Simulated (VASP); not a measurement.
A run of VASP 6.6.1 is set up as follows.

The input POSCAR:

```
MgO
1.0
    3.2882172536      0.0000000000      0.0000000000
   -1.6441086268      2.8476796748      0.0000000000
    0.0000000000      0.0000000000      5.0343661375
Mg O
2 2
Direct
    0.3333333333      0.6666666667     -0.0098385294
    0.6666666667      0.3333333333      0.4901614706
    0.3333333333      0.6666666667      0.3848385294
    0.6666666667      0.3333333333      0.8848385294
```

Contents of INCAR.step1:

```
  PREC = Accurate
  ENCUT = 520
  ISMEAR = 0
  SIGMA = 0.01
  LREAL = False
  LASPH = True
  NELM = 100
  NBANDS = 16
  GGA = PE
  ALGO = Normal
  EDIFF = 1E-4
  LWAVE = True
  LCHARG = False
```

The input INCAR.step2:

```
  PREC = Accurate
  ENCUT = 520
  EDIFF = 1E-7
  ISMEAR = 0
  SIGMA = 0.01
  LREAL = False
  LASPH = True
  NELM = 100
  ALGO = Normal
  ISIF = 2
  LWAVE = False
  LCHARG = False
  METAGGA = R2SCAN
  LMIXTAU = True
  NBANDS = 16
  ISTART = 1
```

Contents of KPOINTS:

```
regular mesh
0
Gamma
  9 9 4
```

Potentials or basis: VASP PAW PBE potentials, release 64 (Mg, O).

Run with:

```console
$ cat potpaw_PBE.64/Mg/POTCAR potpaw_PBE.64/O/POTCAR > POTCAR
$ cp INCAR.step1 INCAR
$ mpirun -np 1 vasp_std > vasp.out
$ cp INCAR.step2 INCAR
$ mpirun -np 1 vasp_std > vasp.out
```

Estimate the pressure.

-0.6 GPa.

Estimate the band gap on the k mesh.

4.21 eV, direct.

Forces on the atoms (eV/Å):
```
Mg   0.000  0.000  0.002
Mg   0.000  0.000  0.002
O    0.000  0.000 -0.002
O    0.000  0.000 -0.002
```

Caveat: the PAW data sets were made with another functional, which shifts forces and pressure a little. r2SCAN opens gaps a little over a GGA but as a rule still falls short of measured ones.
